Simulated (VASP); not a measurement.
# NaCl (Pm-3m) in VASP: a series of runs

The runs below take NaCl through single point, with PBE+U.

Everything below comes from runs of VASP 6.6.1. Logs are shortened: lines on timing, memory, paths and dates and some standing lists are left out, and cuts for length are marked.

## (1) The cell of the first run

The structure is cubic, space group Pm-3m (No. 221). The conventional cell has a = 3.487 Å, b = 3.487 Å, c = 3.487 Å, α = 90.00°, β = 90.00°, γ = 90.00°. Within 4.0 Å of Na (site symmetry m-3m) lie 8 Cl at 3.02 Å and 6 Na at 3.49 Å. Cl (site symmetry m-3m) has 8 Na at 3.02 Å and 6 Cl at 3.49 Å within 4.0 Å.

## (2) Single point, PBE+U

File INCAR:

```
  ALGO = Normal
  EDIFF = 1E-6
  ENCUT = 500
  GGA = PE
  GGA_COMPAT = False
  ISIF = 2
  ISMEAR = 0
  LASPH = True
  LCHARG = True
  LDAU = True
  LDAUJ = 0 0
  LDAUL = -1 1
  LDAUPRINT = 1
  LDAUTYPE = 2
  LDAUU = 0 6.2
  LELF = True
  LREAL = False
  LVHAR = True
  LWAVE = False
  NBANDS = 14
  NELM = 200
  PREC = Accurate
  SIGMA = 0.1
```

File KPOINTS:

```
Automatic mesh
0
Gamma
  1 1 1
  0 0 0.5
```

File POSCAR:

```
NaCl
1.0
    3.4869476009      0.0000000000      0.0000000000
    0.0000000000      3.4869476009      0.0000000000
    0.0000000000      0.0000000000      3.4869476009
Na Cl
1 1
Direct
    0.0000000000      0.0000000000      0.0000000000
    0.5000000000      0.5000000000      0.5000000000
```

Potentials or basis: VASP PAW PBE potentials, release 64 (Na_pv, Cl).

Launch:

```console
$ cat potpaw_PBE.64/Na_pv/POTCAR potpaw_PBE.64/Cl/POTCAR > POTCAR
$ mpirun -np 1 vasp_std > vasp.out
```

OUTCAR:

```text
EDIFF = 1E-6
   ENCUT = 500
   GGA = PE
   ISIF = 2
   ISMEAR = 0
   LASPH = True
   LREAL = False
   NELM = 200
   PREC = Accurate

 ion  position               nearest neighbor table
   1  0.000  0.000  0.000-
   2  0.500  0.500  0.500-

  LATTYP: Found a simple cubic cell.
 ALAT       =     3.4869476009

  Lattice vectors:

 A1 = (   3.4869476009,   0.0000000000,   0.0000000000)
 A2 = (   0.0000000000,   3.4869476009,   0.0000000000)
 A3 = (   0.0000000000,   0.0000000000,   3.4869476009)

Analysis of symmetry for initial positions (statically):
=====================================================================
 Subroutine PRICEL returns:
 Original cell was already a primitive cell.

 Routine SETGRP: Setting up the symmetry group for a
 simple cubic supercell.

 Subroutine GETGRP returns: Found 48 space group operations
 (whereof 48 operations were pure point group operations)
 out of a pool of 48 trial point group operations.

The static configuration has the point symmetry O_h .

Analysis of symmetry for dynamics (positions and initial velocities):
=====================================================================
 Subroutine PRICEL returns:
 Original cell was already a primitive cell.

 Routine SETGRP: Setting up the symmetry group for a
 simple cubic supercell.

 Subroutine GETGRP returns: Found 48 space group operations
 (whereof 48 operations were pure point group operations)
 out of a pool of 48 trial point group operations.

The dynamic configuration has the point symmetry O_h .

 Subroutine INISYM returns: Found 48 space group operations
 (whereof 48 operations are pure point group operations),
 and found     1 'primitive' translations

----------------------------------------------------------------------------------------

                                     Primitive cell

  volume of cell :      42.3971

  direct lattice vectors                    reciprocal lattice vectors
     3.486947601  0.000000000  0.000000000     0.286783776  0.000000000  0.000000000
     0.000000000  3.486947601  0.000000000     0.000000000  0.286783776  0.000000000
     0.000000000  0.000000000  3.486947601     0.000000000  0.000000000  0.286783776

  length of vectors
     3.486947601  3.486947601  3.486947601     0.286783776  0.286783776  0.286783776

  position of ions in fractional coordinates (direct lattice)
     0.000000000  0.000000000  0.000000000
     0.500000000  0.500000000  0.500000000

  ion indices of the primitive-cell ions
   primitive index   ion index
                 1           1
                 2           2

----------------------------------------------------------------------------------------

 KPOINTS: Automatic mesh

Automatic generation of k-mesh.
 Grid dimensions read from file:
 generate k-points for:    1    1    1

 Generating k-lattice:

  Cartesian coordinates                     Fractional coordinates (reciprocal lattice)
     0.286783776  0.000000000  0.000000000     1.000000000  0.000000000  0.000000000
     0.000000000  0.286783776  0.000000000     0.000000000  1.000000000  0.000000000
     0.000000000  0.000000000  0.286783776     0.000000000  0.000000000  1.000000000

  Length of vectors
     0.286783776  0.286783776  0.286783776

  Shift w.r.t. Gamma in fractional coordinates (k-lattice)
     0.000000000  0.000000000  0.500000000

 Subroutine IBZKPT returns following result:
 ===========================================

 Found      1 irreducible k-points:

 Following reciprocal coordinates:
            Coordinates               Weight
  0.000000  0.000000  0.500000      3.000000
   k-points           NKPTS =      1   k-points in BZ     NKDIM =      1   number of bands    NBANDS=     14
   number of dos      NEDOS =    301   number of ions     NIONS =      2
   total plane-waves  NPLWV =  21952
   dimension x,y,z NGX =    28 NGY =   28 NGZ =   28
   dimension x,y,z NGXF=    56 NGYF=   56 NGZF=   56
   ions per type =               1   1
   NGX,Y,Z   is equivalent  to a cutoff of  13.35, 13.35, 13.35 a.u.
   NGXF,Y,Z  is equivalent  to a cutoff of  26.70, 26.70, 26.70 a.u.
 SYSTEM =  unknown system
   PREC   = accura    normal or accurate (medium, high low for compatibility)
   ISTART =      0    job   : 0-new  1-cont  2-samecut
   ICHARG =      2    charge: 1-file 2-atom 10-const
   ISPIN  =      1    spin polarized calculation?
   LNONCOLLINEAR =      F non collinear calculations
   LSORBIT =      F    spin-orbit coupling
   LASPH  =      T    aspherical Exc in radial PAW
   ENCUT  =  500.0 eV  36.75 Ry    6.06 a.u.   6.36  6.36  6.36*2*pi/ulx,y,z
   NELM   =    200;   NELMIN=  2; NELMDL= -5     # of ELM steps
   EDIFF  = 0.1E-05   stopping-criterion for ELM
   LREAL  =      F    real-space projection
   EDIFFG = 0.1E-04   stopping-criterion for IOM
   NSW    =      0    number of steps for IOM
   IBRION =     -1    ionic relax: 0-MD 1-quasi-New 2-CG
   NFREE  =      0    steps in history (QN), initial steepest desc. (CG)
   ISIF   =      2    stress and relaxation
   ISYM   =      2    0-nonsym 1-usesym 2-fastsym
   POTIM  = 0.5000    time-step for ionic-motion
   TEBEG  =    0.0;   TEEND  =   0.0 temperature during run
   PSTRESS=    0.0 pullay stress
   NELECT =      14.0000    total number of electrons
   NUPDOWN=      -1.0000    fix difference up-down
   EMIN   =  10.00;   EMAX   =-10.00  energy-range for DOS
   EFERMI =   0.00;   METHOD = LEGACY
   ISMEAR =     0;   SIGMA  =   0.10  broadening in eV -4-tet -1-fermi 0-gaus
   EFERMI_NEDOS =   21; number of points for ismear=-14 and -15
   IALGO  =     38    algorithm
   IMIX   =      4    mixing-type and parameters
     AMIX     =   0.40;   BMIX     =  1.00
     AMIX_MAG =   1.60;   BMIX_MAG =  1.00
  volume/ion in A,a.u.               =      21.20       143.05
  Fermi-wavevector in a.u.,A,eV,Ry     =   1.131546  2.138311 17.420840  1.280396
  Thomas-Fermi vector in A             =   2.268245
   LORBIT       =      0    0 simple, 1 ext, 2 COOP (PROOUT), +10 PAW based schemes
 LDA+U is selected, type is set to LDAUTYPE =  2
   angular momentum for each species LDAUL =    -1    1
   U (eV)           for each species LDAUU =   0.0  6.2
   J (eV)           for each species LDAUJ =   0.0  0.0
   GGA     = PE    functional components
   LHFCALC =     F    Hartree Fock is set to
   AEXX    =    0.0000 exact exchange contribution
   IVDW    =     0    specifies the selected vdW correction
   LEPSILON=     F    determine dielectric tensor
   LRPA    =     F    only Hartree local field effects (RPA)
 non-spin polarized calculation
 Gauss-broadening in eV      SIGMA  =   0.10
  energy-cutoff  :      500.00
  volume of cell :       42.40
 maximum number of plane-waves:      1108
 NGX is ok and might be reduce to    28
   NGX = 13   NGY = 13   NGZ = 13

 number of electron      13.9999987 magnetization

 Free energy of the ion-electron system (eV)
  ---------------------------------------------------
  ext. energy  EPLUGINS =         0.00000000
  ---------------------------------------------------
  free energy    TOTEN  =        -1.04442813 eV

  energy without entropy =       -1.04442813  energy(sigma->0) =       -1.04442813

 E-fermi :   0.6545     XC(G=0):  -8.3614

 val. band max:        0.1168452272   @ k =   0.0000   0.0000   0.5000
 cond. band min:       7.6471860241   @ k =   0.0000   0.0000   0.5000
 fundamental gap:      7.5303407969
 Fermi energy:         0.6544548891

 k-point     1 :       0.0000    0.0000    0.5000
  band No.  band energies     occupation
      1     -21.7319      2.00000
      2     -21.6865      2.00000
      3     -21.6865      2.00000
      4     -11.9509      2.00000
      5      -2.5412      2.00000
      6       0.1168      2.00000
      7       0.1168      2.00000
      8       7.6472      0.00000
      9       9.0701      0.00000
     10      11.3720      0.00000
     11      12.5281      0.00000
     12      12.5281      0.00000
     13      13.5140      0.00000
     14      17.8040      0.00000

------------------------ aborting loop because EDIFF is reached ----------------------------------------

  FORCE on cell =-STRESS in cart. coord.  units (eV):
  Direction    XX          YY          ZZ          XY          YZ          ZX
  --------------------------------------------------------------------------------------
  -------------------------------------------------------------------------------------
  Total        1.6960763      1.6960763      1.6960763      0.0000000      0.0000000      0.0000000
  in kB       64.0943419     64.0943419     64.0943419      0.0000000      0.0000000      0.0000000
  external PRESSURE =      64.0943419 kB  Pullay stress =       0.0000000 kB

 VOLUME and BASIS-vectors are now :
 -----------------------------------------------------------------------------
  energy-cutoff  :      500.00
  volume of cell :       42.40
      direct lattice vectors                 reciprocal lattice vectors
     3.486947601  0.000000000  0.000000000     0.286783776  0.000000000  0.000000000
     0.000000000  3.486947601  0.000000000     0.000000000  0.286783776  0.000000000
     0.000000000  0.000000000  3.486947601     0.000000000  0.000000000  0.286783776

 POSITION                                       TOTAL-FORCE (eV/Angst)
 -----------------------------------------------------------------------------------
      0.00000      0.00000      0.00000         0.000000      0.000000      0.000000
      1.74347      1.74347      1.74347         0.000000      0.000000      0.000000
 -----------------------------------------------------------------------------------
    total drift:                               -0.000000      0.000000      0.000000

  FREE ENERGIE OF THE ION-ELECTRON SYSTEM (eV)
  ---------------------------------------------------
  free  energy   TOTEN  =        -1.0444281271 eV

  energy  without entropy=       -1.0444281271  energy(sigma->0) =       -1.04442813
```

Run time: 2.9 s. Hardware: 1 thread of Intel Xeon 6975P-C (Granite Rapids), shared host; peak memory 0.14 GiB.

Results:

```
Free energy : -1.0444 eV
Pressure    : 6.4 GPa
```

Caveat: the k points lie up to 1.80 Å⁻¹ apart.

## (3) Single point, PBE+U

This run uses another cell than the first one, of 21.48 Å³/atom.

File INCAR:

```
ALGO = Normal
EDIFF = 1E-6
ENCUT = 500
GGA = PE
GGA_COMPAT = F
ISIF = 2
ISMEAR = -4
LASPH = T
LCHARG = T
LDAU = T
LDAUJ = 0 0
LDAUL = -1 1
LDAUPRINT = 1
LDAUTYPE = 2
LDAUU = 0 1.1
LELF = T
LREAL = F
LVHAR = T
LWAVE = F
NBANDS = 14
NELM = 200
PREC = Accurate
SIGMA = 0.1
```

File KPOINTS:

```
k-points
0
Gamma
  6 6 6
```

File POSCAR:

```
NaCl
1.0
    3.5021900000      0.0000000000      0.0000000000
    0.0000000000      3.5021900000      0.0000000000
    0.0000000000      0.0000000000      3.5021900000
Na Cl
1 1
Direct
    0.0000000000      0.0000000000      0.0000000000
    0.5000000000      0.5000000000      0.5000000000
```

Potentials or basis: VASP PAW PBE potentials, release 64 (Na_pv, Cl).

Launch:

```console
$ cat potpaw_PBE.64/Na_pv/POTCAR potpaw_PBE.64/Cl/POTCAR > POTCAR
$ mpirun -np 1 vasp_std > vasp.out
```

It took 6.6 s on 1 thread of Intel Xeon 6975P-C (Granite Rapids), shared host; peak memory 0.15 GiB.

It converged, with:

```yaml
Free_energy: -5.6795 eV
Pressure: -0.1 GPa
Band_gap_on_the_k_mesh: 4.03 eV (least direct gap 4.52 eV)
```

Levels at points of the mesh, in eV from the valence-band top:
```
           k point  band 3  band 4  band 5  band 6  band 7  band 8  band 9  band 10  band 11  band 12
(0.00, 0.00, 0.00)  -22.04  -13.29   -0.49   -0.49   -0.49    4.03    8.64     8.64    15.73    15.73
(0.50, 0.00, 0.00)  -22.04  -12.93   -2.92   -0.25   -0.25    6.98    8.59    10.58    11.90    11.90
(0.50, 0.50, 0.00)  -22.04  -12.66   -2.25   -2.25    0.00    5.59    9.94    11.06    11.06    12.66
(0.50, 0.50, 0.50)  -22.07  -12.39   -1.83   -1.83   -1.83    7.17    7.17     7.17    11.69    15.91
```

A k mesh can miss the band edges.

(Part 1 of 2 ends here.)
